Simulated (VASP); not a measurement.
Here is a VASP 6.6.1 calculation.

Contents of INCAR:

```
PREC = Accurate ; ENCUT = 520
EDIFF = 1E-7 ; ISMEAR = -1
SIGMA = 0.1 ; LREAL = False
LASPH = True ; NELM = 100
ALGO = Normal ; ISIF = 2
LWAVE = False ; LCHARG = False
GGA = RP ; NBANDS = 22
```

KPOINTS

```
regular mesh
0
Gamma
  10 10 3
```

Contents of POSCAR:

```
Na
1.0
    3.8287007273      0.0000000000      0.0000000000
   -1.9143503636      3.3157520933      0.0000000000
    0.0000000000      0.0000000000     12.4485034511
Na
4
Direct
    0.0000000000      0.0000000000      1.0000000000
    0.0000000000      0.0000000000      0.5000000000
    0.3333333333      0.6666666667      0.2500000000
    0.6666666667      0.3333333333      0.7500000000
```

Potentials or basis: VASP PAW PBE potentials, release 64 (Na_pv).

Run with:

```console
$ cat potpaw_PBE.64/Na_pv/POTCAR > POTCAR
$ mpirun -np 1 vasp_std > vasp.out
```

Q: Estimate the pressure.

A: 0.0 GPa.

Q: What does it give for the band gap on the k mesh?

A: Zero (band 14 reaches 1.66 eV, above the bottom of band 15 at -1.89 eV).

Caveat: the PAW data sets were made with another functional, which shifts forces and pressure a little.
